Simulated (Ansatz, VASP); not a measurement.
**Two plane-wave programs on P**

```
P
1.0
     2.45277    0.00000    0.00000
     0.00000    2.45277    0.00000
     0.00000    0.00000    2.45277
P
1
Cartesian
  0.0000 0.0000 0.0000
```

Alike in both runs: task single point; functional revPBE; k mesh 14 × 14 × 14; occupations fermi-dirac, width 0.1 eV; no spin polarisation.

```csv
,VASP,Ansatz
version,VASP 6.6.1,Ansatz 0.2.0
potentials or method,"VASP PAW PBE potentials, release 64 (P), cutoff 520 eV","plane waves (420 eV) with PAW, scalar-relativistic"
valence electrons in the cell,5,5
```

VASP gave:

| Quantity | Value |
| --- | --- |
| pressure (GPa) | 0.3 |

Problem. Which values does Ansatz return?

Solution. Pressure (GPa): 0.9.

VASP's potentials were made for PBE, not for revPBE.
